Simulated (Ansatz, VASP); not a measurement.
# ZnS: VASP beside Ansatz

```
Zn S
1.0
     0.00000    2.80321    2.63992
     2.80321    0.00000    2.63992
     2.80321    2.80321    0.00000
Zn S
1 1
Direct
  0.00000 0.00000 0.00000
  0.75000 0.75000 0.75000
```

Change from the starting cell: strain +0.030 along x and y, -0.030 along z, atoms carried along.

Alike in both runs: task single point; functional PBE; k mesh 8 × 8 × 8; occupations gaussian, width 0.05 eV; no spin polarisation.

|  | VASP | Ansatz |
| --- | --- | --- |
| version | VASP 6.6.1 | Ansatz 0.2.0 |
| potentials or method | VASP PAW PBE potentials, release 64 (Zn, S), cutoff 520 eV | scalar-relativistic, plane waves, PAW |
| valence electrons in the cell | 18 | 18 |

Ansatz gave:

| Quantity | Value |
| --- | --- |
| gap on the k mesh at the Fermi level (eV) | 1.76 |
| least direct gap on the mesh (eV) | 1.76 |
| pressure (GPa) | -1.9 |
| traceless stress, the component that is largest in VASP (GPa) | 1.51 |

Q: Estimate VASP's values.

A: gap on the k mesh at the Fermi level (eV): 1.77; least direct gap on the mesh (eV): 1.77; pressure (GPa): -1.8; traceless stress, the component that is largest in VASP (GPa): 1.50.
